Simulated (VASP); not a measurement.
# Cr (Fm-3m) in VASP: notebook

Cr is run at these levels: PBE; tasks: single point, relaxation of cell and atoms.

Program: VASP 6.6.1. These are calculated values, not measurements. Logs are shortened: lines on timing, memory, paths and dates and some standing lists are left out, and cuts for length are marked.

## (1) The cell of the first run

It takes space group Fm-3m (No. 225, cubic). The conventional cell has a = 3.693 Å, b = 3.693 Å, c = 3.693 Å, α = 90.00°, β = 90.00°, γ = 90.00°. Cr (site symmetry m-3m) has 12 Cr at 2.61 Å within 3.4 Å.

## (2) Single point, PBE (volume scaled by 1.06)

INCAR

```
SYSTEM = Cr
  PREC = Accurate
  ENCUT = 520
  EDIFF = 1E-6
  ISMEAR = 0
  SIGMA = 0.1
  LREAL = .FALSE.
  LASPH = .TRUE.
  NELM = 100
  ALGO = Normal
  ISIF = 2
  LWAVE = .FALSE.
  LCHARG = .FALSE.
  GGA = PE
  NBANDS = 12
```

KPOINTS

```
regular mesh
0
G
  20 20 20
  0 0 0
```

POSCAR

```
Cr
1.0
    0.0000000000      1.8463568987      1.8463568987
    1.8463568987      0.0000000000      1.8463568987
    1.8463568987      1.8463568987      0.0000000000
Cr
1
Direct
    0.0000000000      0.0000000000      0.0000000000
```

Potentials or basis: VASP PAW PBE potentials, release 64 (Cr_pv).

The run is started by

```sh
$ cat potpaw_PBE.64/Cr_pv/POTCAR > POTCAR
$ mpirun -np 1 vasp_std > vasp.out
```

OUTCAR:

```text
SYSTEM = Cr
   PREC = Accurate
   ENCUT = 520
   EDIFF = 1E-6
   ISMEAR = 0
   LREAL = .FALSE.
   LASPH = .TRUE.
   NELM = 100
   ISIF = 2
   GGA = PE

 ion  position               nearest neighbor table
   1  0.000  0.000  0.000-

  LATTYP: Found a face centered cubic cell.
 ALAT       =     3.6927137974

  Lattice vectors:

 A1 = (   0.0000000000,   1.8463568987,   1.8463568987)
 A2 = (   1.8463568987,   0.0000000000,   1.8463568987)
 A3 = (   1.8463568987,   1.8463568987,   0.0000000000)

Analysis of symmetry for initial positions (statically):
=====================================================================
 Subroutine PRICEL returns:
 Original cell was already a primitive cell.

 Routine SETGRP: Setting up the symmetry group for a
 face centered cubic supercell.

 Subroutine GETGRP returns: Found 48 space group operations
 (whereof 48 operations were pure point group operations)
 out of a pool of 48 trial point group operations.

The static configuration has the point symmetry O_h .

Analysis of symmetry for dynamics (positions and initial velocities):
=====================================================================
 Subroutine PRICEL returns:
 Original cell was already a primitive cell.

 Routine SETGRP: Setting up the symmetry group for a
 face centered cubic supercell.

 Subroutine GETGRP returns: Found 48 space group operations
 (whereof 48 operations were pure point group operations)
 out of a pool of 48 trial point group operations.

The dynamic configuration has the point symmetry O_h .

 Subroutine INISYM returns: Found 48 space group operations
 (whereof 48 operations are pure point group operations),
 and found     1 'primitive' translations

----------------------------------------------------------------------------------------

                                     Primitive cell

  volume of cell :      12.5886

  direct lattice vectors                    reciprocal lattice vectors
     0.000000000  1.846356899  1.846356899    -0.270803549  0.270803549  0.270803549
     1.846356899  0.000000000  1.846356899     0.270803549 -0.270803549  0.270803549
     1.846356899  1.846356899  0.000000000     0.270803549  0.270803549 -0.270803549

  length of vectors
     2.611142967  2.611142967  2.611142967     0.469045505  0.469045505  0.469045505

  position of ions in fractional coordinates (direct lattice)
     0.000000000  0.000000000  0.000000000

  ion indices of the primitive-cell ions
   primitive index   ion index
                 1           1

----------------------------------------------------------------------------------------

 KPOINTS: regular mesh

Automatic generation of k-mesh.
 Grid dimensions read from file:
 generate k-points for:   20   20   20

 Generating k-lattice:

  Cartesian coordinates                     Fractional coordinates (reciprocal lattice)
    -0.013540177  0.013540177  0.013540177     0.050000000  0.000000000  0.000000000
     0.013540177 -0.013540177  0.013540177     0.000000000  0.050000000  0.000000000
     0.013540177  0.013540177 -0.013540177     0.000000000  0.000000000  0.050000000

  Length of vectors
     0.023452275  0.023452275  0.023452275

  Shift w.r.t. Gamma in fractional coordinates (k-lattice)
     0.000000000  0.000000000  0.000000000

 Subroutine IBZKPT returns following result:
 ===========================================

 Found    256 irreducible k-points:

 Following reciprocal coordinates:
            Coordinates               Weight
  0.000000  0.000000  0.000000      1.000000
  0.050000  0.000000  0.000000      8.000000
  0.100000  0.000000  0.000000      8.000000
  0.150000  0.000000  0.000000      8.000000
  0.200000  0.000000  0.000000      8.000000
  0.250000  0.000000  0.000000      8.000000
[... 16 lines left out ...]
 -0.400000  0.050000  0.000000     24.000000
 -0.350000  0.050000  0.000000     24.000000
 [... further k-points ...]
   k-points           NKPTS =    256   k-points in BZ     NKDIM =    256   number of bands    NBANDS=     12
   number of dos      NEDOS =    301   number of ions     NIONS =      1
   total plane-waves  NPLWV =   8000
   dimension x,y,z NGX =    20 NGY =   20 NGZ =   20
   dimension x,y,z NGXF=    40 NGYF=   40 NGZF=   40
   ions per type =               1
   NGX,Y,Z   is equivalent  to a cutoff of  12.73, 12.73, 12.73 a.u.
   NGXF,Y,Z  is equivalent  to a cutoff of  25.47, 25.47, 25.47 a.u.
 SYSTEM =  Cr
   PREC   = accura    normal or accurate (medium, high low for compatibility)
   ISTART =      0    job   : 0-new  1-cont  2-samecut
   ICHARG =      2    charge: 1-file 2-atom 10-const
   ISPIN  =      1    spin polarized calculation?
   LNONCOLLINEAR =      F non collinear calculations
   LSORBIT =      F    spin-orbit coupling
   LASPH  =      T    aspherical Exc in radial PAW
   ENCUT  =  520.0 eV  38.22 Ry    6.18 a.u.   4.85  4.85  4.85*2*pi/ulx,y,z
   NELM   =    100;   NELMIN=  2; NELMDL= -5     # of ELM steps
   EDIFF  = 0.1E-05   stopping-criterion for ELM
   LREAL  =      F    real-space projection
   EDIFFG = 0.1E-04   stopping-criterion for IOM
   NSW    =      0    number of steps for IOM
   IBRION =     -1    ionic relax: 0-MD 1-quasi-New 2-CG
   NFREE  =      0    steps in history (QN), initial steepest desc. (CG)
   ISIF   =      2    stress and relaxation
   ISYM   =      2    0-nonsym 1-usesym 2-fastsym
   POTIM  = 0.5000    time-step for ionic-motion
   TEBEG  =    0.0;   TEEND  =   0.0 temperature during run
   PSTRESS=    0.0 pullay stress
   NELECT =      12.0000    total number of electrons
   NUPDOWN=      -1.0000    fix difference up-down
   EMIN   =  10.00;   EMAX   =-10.00  energy-range for DOS
   EFERMI =   0.00;   METHOD = LEGACY
   ISMEAR =     0;   SIGMA  =   0.10  broadening in eV -4-tet -1-fermi 0-gaus
   EFERMI_NEDOS =   21; number of points for ismear=-14 and -15
   IALGO  =     38    algorithm
   IMIX   =      4    mixing-type and parameters
     AMIX     =   0.40;   BMIX     =  1.00
     AMIX_MAG =   1.60;   BMIX_MAG =  1.00
  volume/ion in A,a.u.               =      12.59        84.95
  Fermi-wavevector in a.u.,A,eV,Ry     =   1.611176  3.044681 35.319193  2.595887
  Thomas-Fermi vector in A             =   2.706608
   LORBIT       =      0    0 simple, 1 ext, 2 COOP (PROOUT), +10 PAW based schemes
   GGA     = PE    functional components
   LHFCALC =     F    Hartree Fock is set to
   AEXX    =    0.0000 exact exchange contribution
   IVDW    =     0    specifies the selected vdW correction
   LEPSILON=     F    determine dielectric tensor
   LRPA    =     F    only Hartree local field effects (RPA)
 non-spin polarized calculation
 Gauss-broadening in eV      SIGMA  =   0.10
  energy-cutoff  :      520.00
  volume of cell :       12.59
 maximum number of plane-waves:       347
   NGX =  9   NGY =  9   NGZ =  9

 number of electron      11.9999989 magnetization

 Free energy of the ion-electron system (eV)
  ---------------------------------------------------
  ext. energy  EPLUGINS =         0.00000000
  ---------------------------------------------------
  free energy    TOTEN  =        -9.09754857 eV

  energy without entropy =       -9.08746772  energy(sigma->0) =       -9.09250815

 E-fermi :   9.5570     XC(G=0): -13.1682

 val. band max:        9.5555163794   @ k =   0.2000   0.1000   0.0000
 cond. band min:       9.5584549561   @ k =   0.5000   0.1500   0.0000
 fundamental gap:      0.0029385767
 Fermi energy:         9.5569548591

 k-point     1 :       0.0000    0.0000    0.0000
  band No.  band energies     occupation
      1     -32.9061      2.00000
      2     -32.9061      2.00000
      3     -32.9061      2.00000
      4       2.2611      2.00000
      5       9.1748      2.00000
      6       9.1748      2.00000
      7       9.1748      2.00000
      8      10.7903      0.00000
      9      10.7903      0.00000
     10      17.0220      0.00000
     11      28.9897      0.00000
     12      34.2418      0.00000

 k-point     2 :       0.0500    0.0000    0.0000
  band No.  band energies     occupation
      1     -32.9237      2.00000
      2     -32.9083      2.00000
      3     -32.9083      2.00000
      4       2.3578      2.00000
      5       9.1301      2.00000
      6       9.2064      2.00000
      7       9.2064      2.00000
      8      10.7728      0.00000
      9      10.7728      0.00000
     10      17.0220      0.00000
     11      29.0100      0.00000
     12      33.3092      0.00000

 k-point     3 :       0.1000    0.0000    0.0000
  band No.  band energies     occupation
      1     -32.9746      2.00000
      2     -32.9149      2.00000
      3     -32.9149      2.00000
      4       2.6423      2.00000
      5       9.0065      2.00000
      6       9.2909      1.99983
      7       9.2909      1.99983
      8      10.7316      0.00000
      9      10.7316      0.00000
     10      17.0219      0.00000
     11      28.9437      0.00000
     12      31.6583      0.00000
[... 286 lines left out ...]
 k-point    23 :      -0.4000    0.0500    0.0000
  band No.  band energies     occupation
      1     -33.5512      2.00000
      2     -33.0076      2.00000
      3     -32.9892      2.00000
      4       5.8701      2.00000
      5       9.0552      2.00000
      6       9.1716      2.00000
      7       9.5352      1.24197
      8      11.6271      0.00000
      9      12.0386      0.00000
     10      17.0157      0.00000
     11      19.3555      0.00000
     12      28.1060      0.00000

 k-point    24 :      -0.3500    0.0500    0.0000
  band No.  band energies     occupation
      1     -33.4859      2.00000
      2     -33.0007      2.00000
      3     -32.9779      2.00000
      4       5.6656      2.00000
      5       8.9703      2.00000
      6       9.1867      2.00000
      7       9.2577      1.99998
      8      11.3596      0.00000
      9      11.7880      0.00000
     10      17.0187      0.00000
     11      20.7475      0.00000
     12      28.4247      0.00000

 [... further k-points ...]
[... 5 lines left out ...]
  --------------------------------------------------------------------------------------
  -------------------------------------------------------------------------------------
  Total       -0.9904883     -0.9904883     -0.9904883      0.0000000      0.0000000      0.0000000
  in kB     -126.0616406   -126.0616406   -126.0616406      0.0000000      0.0000000      0.0000000
  external PRESSURE =    -126.0616406 kB  Pullay stress =       0.0000000 kB

 VOLUME and BASIS-vectors are now :
 -----------------------------------------------------------------------------
  energy-cutoff  :      520.00
  volume of cell :       12.59
      direct lattice vectors                 reciprocal lattice vectors
     0.000000000  1.846356899  1.846356899    -0.270803549  0.270803549  0.270803549
     1.846356899  0.000000000  1.846356899     0.270803549 -0.270803549  0.270803549
     1.846356899  1.846356899  0.000000000     0.270803549  0.270803549 -0.270803549

 POSITION                                       TOTAL-FORCE (eV/Angst)
 -----------------------------------------------------------------------------------
      0.00000      0.00000      0.00000         0.000000      0.000000      0.000000
 -----------------------------------------------------------------------------------
    total drift:                               -0.000000     -0.000000      0.000000

  FREE ENERGIE OF THE ION-ELECTRON SYSTEM (eV)
  ---------------------------------------------------
  free  energy   TOTEN  =        -9.0975485723 eV

  energy  without entropy=       -9.0874677211  energy(sigma->0) =       -9.09250815
```

Run time: 32 s. Hardware: 1 thread of Intel Xeon 8259CL, shared host; peak memory 0.15 GiB.

Results:

```
Free energy            : -9.0975 eV
Pressure               : -12.6 GPa
Band gap on the k mesh : zero (band 6 reaches 11.86 eV, above the bottom of band 7 at 9.17 eV)
```

Levels at points of the mesh, in eV from the Fermi level:
| k point | band 3 | band 4 | band 5 | band 6 | band 7 | band 8 | band 9 | band 10 |
| --- | --- | --- | --- | --- | --- | --- | --- | --- |
| (0.00, 0.00, 0.00) | -42.46 | -7.30 | -0.38 | -0.38 | -0.38 | 1.23 | 1.23 | 7.47 |
| (0.50, 0.00, 0.00) | -42.55 | -3.67 | -0.49 | -0.49 | 0.72 | 2.33 | 2.33 | 7.45 |
| (0.50, 0.50, 0.00) | -42.71 | -3.79 | -3.00 | 2.31 | 2.62 | 2.62 | 3.45 | 7.46 |

Caveat: the cell differs from its parent crystal (volume scaled by 1.06); the run has no spin polarisation, though such a crystal can be magnetic. Spin polarisation is off, so any magnetic state and its effect on volume and gap are missing.

## (3) Single point, PBE (volume scaled by 1.10)

INCAR

```
PREC = Accurate
ENCUT = 520
EDIFF = 1E-6
ISMEAR = 0
SIGMA = 0.1
LREAL = F
LASPH = T
NELM = 100
ALGO = Normal
ISIF = 2
LWAVE = F
LCHARG = T
GGA = PE
LELF = T
LVHAR = T
NBANDS = 12
```

KPOINTS

```
Automatic mesh
0
Gamma
  20 20 20
```

POSCAR

```
Cr
1.0
    0.0000000000      1.8692953548      1.8692953548
    1.8692953548      0.0000000000      1.8692953548
    1.8692953548      1.8692953548      0.0000000000
Cr
1
Direct
    0.0000000000      0.0000000000      0.0000000000
```

Potentials or basis: VASP PAW PBE potentials, release 64 (Cr_pv).

The run is started by

```sh
$ cat potpaw_PBE.64/Cr_pv/POTCAR > POTCAR
$ mpirun -np 1 vasp_std > vasp.out
```

Wall time 31 s (1 thread of Intel Xeon 8259CL, shared host); peak memory 0.15 GiB.

Results (log left out):

```yaml
Free_energy: -9.0509 eV
Pressure: -18.8 GPa
Band_gap_on_the_k_mesh: zero (band 6 reaches 11.27 eV, above the bottom of band 7 at 8.73 eV)
```

Levels at points of the mesh, in eV from the Fermi level:
```
           k point  band 4  band 5  band 6  band 7  band 8  band 9
(0.00, 0.00, 0.00)   -7.16   -0.36   -0.36   -0.36    1.17    1.17
(0.50, 0.00, 0.00)   -3.53   -0.46   -0.46    0.66    2.21    2.21
(0.50, 0.50, 0.00)   -3.61   -2.85    2.19    2.48    2.48    3.30
```

Caveat: the cell differs from its parent crystal (volume scaled by 1.10); the run has no spin polarisation, though such a crystal can be magnetic. Spin polarisation is off, so any magnetic state and its effect on volume and gap are missing.

## (4) Relaxation of cell and atoms, PBE

This run uses another cell than the first one, of 11.66 Å³/atom, 0.927 times its volume.

INCAR

```
SYSTEM = Cr
ALGO = Normal
EDIFF = 1E-6
EDIFFG = -0.005
ENCUT = 600
GGA = PE
IBRION = 2
ISIF = 3
ISMEAR = 0
LASPH = .True.
LCHARG = .False.
LREAL = .False.
LWAVE = .False.
NELM = 60
NSW = 100
PREC = Accurate
SIGMA = 0.1
```

KPOINTS

```
k-points
0
Gamma
  20 20 20
  0 0 0
```

POSCAR

```
Cr
1.0
    0.0000000000      1.8000000000      1.8000000000
    1.8000000000      0.0000000000      1.8000000000
    1.8000000000      1.8000000000      0.0000000000
Cr
1
Direct
    0.0000000000      0.0000000000      0.0000000000
```

The run is started by

```sh
$ cat potpaw_PBE.64/Cr_pv/POTCAR > POTCAR
$ mpirun -np 1 vasp_std > vasp.out
```

Wall time 73 s (1 thread of Intel Xeon 8259CL, shared host); peak memory 0.16 GiB.

Results (log left out):

- Free energy: -9.1273 eV
- Relaxed volume: 11.86 Å³/atom
- Relaxed cell: a = 2.559 Å, b = 2.559 Å, c = 2.559 Å, α = 60.00°, β = 60.00°, γ = 60.00°
- Space group after relaxing (to 0.05 Å): Fm-3m (No. 225)
- Energy gained by relaxing: 2.3 meV/atom
- Ionic steps: 3
- Pressure after relaxing: 0.0 GPa
- Band gap on the k mesh: zero (band 6 reaches 12.87 eV, above the bottom of band 7 at 9.93 eV)

Step by step:
| step | energy change (eV) | largest force (eV/Å) | pressure (GPa) | volume (Å³) |
| --- | --- | --- | --- | --- |
| 1 | 0.0000 | 0.0000 | 3.99 | 11.66 |
| 2 | 0.0034 | 0.0000 | -5.77 | 12.16 |
| 3 | -0.0023 | 0.0000 | -0.02 | 11.86 |

Final structure:
```cif
data_structure
_symmetry_space_group_name_H-M 'P 1'
_symmetry_Int_Tables_number 1
_cell_length_a 2.5594
_cell_length_b 2.5594
_cell_length_c 2.5594
_cell_angle_alpha 60.000
_cell_angle_beta 60.000
_cell_angle_gamma 60.000
_cell_volume 11.86
loop_
_atom_site_label
_atom_site_type_symbol
_atom_site_fract_x
_atom_site_fract_y
_atom_site_fract_z
_atom_site_occupancy
Cr1 Cr 0.00000 0.00000 0.00000 1
```

Levels at points of the mesh, in eV from the Fermi level:
```csv
k point,band 4,band 5,band 6,band 7,band 8,band 9
"(0.00, 0.00, 0.00)",-7.50,-0.42,-0.42,-0.42,1.34,1.34
"(0.50, 0.00, 0.00)",-3.90,-0.54,-0.54,0.84,2.54,2.54
"(0.50, 0.50, 0.00)",-4.11,-3.27,2.51,2.85,2.85,3.72
```

Caveat: the run has no spin polarisation, though such a crystal can be magnetic. PBE usually gives volumes a little too large and moduli too small.

## (5) The runs side by side

| task | cell | cutoff (eV) | gap on the mesh (eV) | pressure (GPa) |
| --- | --- | --- | --- | --- |
| single point | a = 2.611 Å, angles 60.0°, 1 atom | 520 | none | -12.6 |
| single point | a = 2.644 Å, angles 60.0°, 1 atom | 520 | none | -18.8 |
| relaxation of cell and atoms | relaxed from a = 2.546 Å, angles 60.0°, 1 atom | 600 | none | 0.0 |

Alike in all rows: level PBE; potentials or basis VASP PAW PBE potentials, release 64 (Cr_pv); no spin polarisation; k mesh 20 × 20 × 20; smearing gaussian 0.1 eV.

Caveats: the run has no spin polarisation, though such a crystal can be magnetic.

Absolute energies hang on the potentials; compare differences alone.
